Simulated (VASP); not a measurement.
# Tl3SbO4 (I-42m) in VASP: single point with PBEsol

Aim: the single point of Tl3SbO4 with PBEsol.

Everything below comes from runs of VASP 6.6.1. Logs are shortened: lines on timing, memory, paths and dates and some standing lists are left out, and cuts for length are marked.

## (1) The cell of the first run

The structure is tetragonal, space group I-42m (No. 121). The conventional cell has a = 5.721 Å, b = 5.721 Å, c = 10.911 Å, α = 90.00°, β = 90.00°, γ = 90.00°. Tl (site symmetry -42m) has 4 O at 2.72 Å within 3.6 Å. Tl (site symmetry -4) has 4 O at 2.64 Å within 3.5 Å. Within 2.5 Å of Sb (site symmetry -42m) lie 4 O at 1.90 Å. Within 2.5 Å of O (site symmetry m) lie 1 Sb at 1.90 Å.

## (2) Single point, PBEsol

Contents of INCAR:

```
SYSTEM = Tl3SbO4
ALGO = Normal ; EDIFF = 1E-6
ENCUT = 700 ; GGA = PS
GGA_COMPAT = .False. ; ISIF = 2
ISMEAR = -1 ; LASPH = .True.
LCHARG = .False. ; LREAL = .False.
LWAVE = .False. ; NBANDS = 49
NELM = 120 ; PREC = Accurate
SIGMA = 0.03
```

Contents of KPOINTS:

```
k-points
0
Gamma
  6 6 6
  0 0 0
```

Contents of POSCAR:

```
Tl3SbO4
1.0
   -2.8607475616      2.8607475616      5.4556558365
    2.8607475616     -2.8607475616      5.4556558365
    2.8607475616      2.8607475616     -5.4556558365
Tl Sb O
3 1 4
Direct
    0.5000000000      0.5000000000      0.0000000000
    0.7500000000      0.2500000000      0.5000000000
    0.2500000000      0.7500000000      0.5000000000
    0.0000000000      0.0000000000      0.0000000000
    0.7071500391      0.0912366929      0.0000000000
    0.0912366929      0.7071500391      0.0000000000
    0.2928499609      0.2928499609      0.3840866538
    0.9087633071      0.9087633071      0.6159133462
```

Potentials or basis: VASP PAW PBE potentials, release 64 (Tl_d, Sb_d_GW, O).

On the command line:

```sh
> cat potpaw_PBE.64/Tl_d/POTCAR potpaw_PBE.64/Sb_d_GW/POTCAR potpaw_PBE.64/O/POTCAR > POTCAR
> mpirun -np 1 vasp_std > vasp.out
```

OUTCAR:

```text
SYSTEM = Tl3SbO4
   EDIFF = 1E-6
   ENCUT = 700
   GGA = PS
   ISIF = 2
   ISMEAR = -1
   LASPH = .True.
   LREAL = .False.
   NELM = 120
   PREC = Accurate

 ion  position               nearest neighbor table
   1  0.500  0.500  0.000-   8 2.72   5 2.72   6 2.72   7 2.72   3 3.95   2 3.95   3 3.95   2 3.95
                             3 3.95   2 3.95   3 3.95   2 3.95
   2  0.750  0.250  0.500-   6 2.64   8 2.64   5 2.64   7 2.64   1 3.95   1 3.95   1 3.95   1 3.95
                             3 4.05   3 4.05   3 4.05   3 4.05
   3  0.250  0.750  0.500-   5 2.64   8 2.64   6 2.64   7 2.64   1 3.95   1 3.95   1 3.95   1 3.95
                             2 4.05   2 4.05   2 4.05   2 4.05
   4  0.000  0.000  0.000-   5 1.90   6 1.90   7 1.90   8 1.90
   5  0.707  0.091  0.000-   4 1.90   2 2.64   3 2.64   1 2.72
   6  0.091  0.707  0.000-   4 1.90   3 2.64   2 2.64   1 2.72
   7  0.293  0.293  0.384-   4 1.90   3 2.64   2 2.64   1 2.72
   8  0.909  0.909  0.616-   4 1.90   3 2.64   2 2.64   1 2.72

  LATTYP: Found a body centered tetragonal cell.
 ALAT       =     5.7214951232
 C/A-ratio  =     1.9070734901

  Lattice vectors:

 A1 = (  -2.8607475616,   2.8607475616,   5.4556558365)
 A2 = (   2.8607475616,  -2.8607475616,   5.4556558365)
 A3 = (   2.8607475616,   2.8607475616,  -5.4556558365)

Analysis of symmetry for initial positions (statically):
=====================================================================
 Subroutine PRICEL returns:
 Original cell was already a primitive cell.

 Routine SETGRP: Setting up the symmetry group for a
 body centered tetragonal supercell.

 Subroutine GETGRP returns: Found  8 space group operations
 (whereof  8 operations were pure point group operations)
 out of a pool of 16 trial point group operations.

The static configuration has the point symmetry D_2d.

Analysis of symmetry for dynamics (positions and initial velocities):
=====================================================================
 Subroutine PRICEL returns:
 Original cell was already a primitive cell.

 Routine SETGRP: Setting up the symmetry group for a
 body centered tetragonal supercell.

 Subroutine GETGRP returns: Found  8 space group operations
 (whereof  8 operations were pure point group operations)
 out of a pool of 16 trial point group operations.

The dynamic configuration has the point symmetry D_2d.

 Subroutine INISYM returns: Found  8 space group operations
 (whereof  8 operations are pure point group operations),
 and found     1 'primitive' translations
[... 106 lines left out ...]
   NELM   =    120;   NELMIN=  2; NELMDL= -5     # of ELM steps
   EDIFF  = 0.1E-05   stopping-criterion for ELM
   LREAL  =      F    real-space projection
   EDIFFG = 0.1E-04   stopping-criterion for IOM
   NSW    =      0    number of steps for IOM
   IBRION =     -1    ionic relax: 0-MD 1-quasi-New 2-CG
   NFREE  =      0    steps in history (QN), initial steepest desc. (CG)
   ISIF   =      2    stress and relaxation
   ISYM   =      2    0-nonsym 1-usesym 2-fastsym
   POTIM  = 0.5000    time-step for ionic-motion
   TEBEG  =    0.0;   TEEND  =   0.0 temperature during run
   PSTRESS=    0.0 pullay stress
   NELECT =      78.0000    total number of electrons
   NUPDOWN=      -1.0000    fix difference up-down
   EMIN   =  10.00;   EMAX   =-10.00  energy-range for DOS
   EFERMI =   0.00;   METHOD = LEGACY
   ISMEAR =    -1;   SIGMA  =   0.03  broadening in eV -4-tet -1-fermi 0-gaus
   EFERMI_NEDOS =   21; number of points for ismear=-14 and -15
   IALGO  =     38    algorithm
   IMIX   =      4    mixing-type and parameters
     AMIX     =   0.40;   BMIX     =  1.00
     AMIX_MAG =   1.60;   BMIX_MAG =  1.00
  volume/ion in A,a.u.               =      22.32       150.65
  Fermi-wavevector in a.u.,A,eV,Ry     =   1.242084  2.347199 20.990702  1.542773
  Thomas-Fermi vector in A             =   2.376454
   LORBIT       =      0    0 simple, 1 ext, 2 COOP (PROOUT), +10 PAW based schemes
   GGA     = PS    functional components
   LHFCALC =     F    Hartree Fock is set to
   AEXX    =    0.0000 exact exchange contribution
   IVDW    =     0    specifies the selected vdW correction
   LEPSILON=     F    determine dielectric tensor
   LRPA    =     F    only Hartree local field effects (RPA)
 non-spin polarized calculation
  energy-cutoff  :      700.00
  volume of cell :      178.59
 maximum number of plane-waves:      7543
 NGX is ok and might be reduce to    60
   NGX = 29   NGY = 29   NGZ = 29

 number of electron      78.0000009 magnetization

 Free energy of the ion-electron system (eV)
  ---------------------------------------------------
  ext. energy  EPLUGINS =         0.00000000
  ---------------------------------------------------
  free energy    TOTEN  =       -40.16501455 eV

  energy without entropy =      -40.16501454  energy(sigma->0) =      -40.16501454

 E-fermi :   3.3565     XC(G=0):  -9.2481

 val. band max:        2.9305504162   @ k =   0.0000   0.0000   0.0000
 cond. band min:       3.8183546078   @ k =   0.3333   0.3333   0.1667
 fundamental gap:      0.8878041915
 Fermi energy:         3.3564574187

 k-point     1 :       0.0000    0.0000    0.0000
  band No.  band energies     occupation
      1     -26.3198      2.00000
      2     -26.3198      2.00000
      3     -26.3173      2.00000
      4     -26.1192      2.00000
      5     -26.1166      2.00000
      6     -15.7204      2.00000
[... 1237 lines left out ...]
     48       9.1256      0.00000
     49       9.9423      0.00000

 [... further k-points ...]
[... 5 lines left out ...]
  --------------------------------------------------------------------------------------
  -------------------------------------------------------------------------------------
  Total        0.1263869      0.1263869      0.0830898      0.0000000      0.0000000      0.0000000
  in kB        1.1338267      1.1338267      0.7454048      0.0000000      0.0000000      0.0000000
  external PRESSURE =       1.0043527 kB  Pullay stress =       0.0000000 kB

 VOLUME and BASIS-vectors are now :
 -----------------------------------------------------------------------------
  energy-cutoff  :      700.00
  volume of cell :      178.59
      direct lattice vectors                 reciprocal lattice vectors
    -2.860747562  2.860747562  5.455655837     0.000000000  0.174779490  0.091648010
     2.860747562 -2.860747562  5.455655837     0.174779490  0.000000000  0.091648010
     2.860747562  2.860747562 -5.455655837     0.174779490  0.174779490  0.000000000

 POSITION                                       TOTAL-FORCE (eV/Angst)
 -----------------------------------------------------------------------------------
      0.00000      0.00000      5.45566         0.000000     -0.000000      0.000000
      0.00000      2.86075      2.72783        -0.000000     -0.000000     -0.000000
      2.86075      0.00000      2.72783         0.000000     -0.000000     -0.000000
      0.00000      0.00000      0.00000         0.000000     -0.000000      0.000000
     -1.76197      1.76197      4.35572         0.049500     -0.049500     -0.049816
      1.76197     -1.76197      4.35572        -0.049500      0.049500     -0.049816
      1.09877      1.09877      1.09993         0.049500      0.049500      0.049816
      1.76197      1.76197      6.55559        -0.049500     -0.049500      0.049816
 -----------------------------------------------------------------------------------
    total drift:                               -0.000000     -0.000000     -0.000000

  FREE ENERGIE OF THE ION-ELECTRON SYSTEM (eV)
  ---------------------------------------------------
  free  energy   TOTEN  =       -40.1650145481 eV

  energy  without entropy=      -40.1650145407  energy(sigma->0) =      -40.16501454
```

stdout:

```text
POSCAR found type information on POSCAR TlSbO
 POSCAR found :  3 types and       8 ions
 scaLAPACK will be used
 -----------------------------------------------------------------------------
|                                                                             |
|                                                                             |
|     You enforced a specific xc type in the INCAR file but a different       |
|     I HOPE YOU KNOW WHAT YOU ARE DOING!                                     |
|                                                                             |
 -----------------------------------------------------------------------------

 LDA part: xc-table for (Slater+PW92), standard interpolation
 POSCAR, INCAR and KPOINTS ok, starting setup
 FFT: planning ... GRIDC
 FFT: planning ... GRID_SOFT
 FFT: planning ... GRID
 WAVECAR not read
 entering main loop
```

Run time: 8.5 min. Hardware: 1 thread of AMD EPYC 9R45 (Zen 5), shared host; peak memory 0.73 GiB.

Results:

```
Free energy            : -40.1650 eV
Pressure               : 0.1 GPa
Largest force          : 0.086 eV/Å
Band gap on the k mesh : 0.89 eV (least direct gap 1.55 eV)
```

Forces in eV/Å, atoms in the order of the input:
```
Tl   0.000  0.000  0.000
Tl   0.000  0.000  0.000
Tl   0.000  0.000  0.000
Sb   0.000  0.000  0.000
O    0.050 -0.050 -0.050
O   -0.050  0.050 -0.050
O    0.050  0.050  0.050
O   -0.050 -0.050  0.050
```

Caveat: the PAW data sets were made with another functional, which shifts forces and pressure a little; spin-orbit coupling is left out, which moves the levels of the heavy elements. A k mesh can miss the band edges.
